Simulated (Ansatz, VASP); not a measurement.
One calculation of Ta, two programs

```
Ta
1.0
    -1.70082    1.70082    1.67605
     1.70082   -1.70082    1.67605
     1.70082    1.70082   -1.67605
Ta
1
Cartesian
  0.0000 0.0000 0.0000
```

Change from the starting cell: strain +0.030 along x and y, +0.015 along z, atoms carried along.

Alike in both runs: task single point; functional PBEsol; k mesh 20 × 20 × 20; occupations gaussian, width 0.15 eV; no spin polarisation.

|  | VASP | Ansatz |
| --- | --- | --- |
| version | VASP 6.6.1 | Ansatz 0.2.0 |
| potentials or method | VASP PAW PBE potentials, release 64 (Ta_pv), cutoff 520 eV | scalar-relativistic, plane waves, PAW |
| valence electrons in the cell | 11 | 13 |

```csv
,VASP,Ansatz,Ansatz less VASP
gap on the k mesh at the Fermi level (eV),none,none,-
pressure (GPa),-16.2,-16.2,-0.04
"traceless stress, the component that is largest in VASP (GPa)",0.88,0.89,+0.001
```

VASP's potentials were made for PBE, not for PBEsol. A gap of «none» marks a metal or a gap that the smearing closes. VASP's potentials hold 11 valence electrons a cell and Ansatz's 13, so a difference there can come from the potentials and not from the codes.

Neither program's run includes spin-orbit coupling.
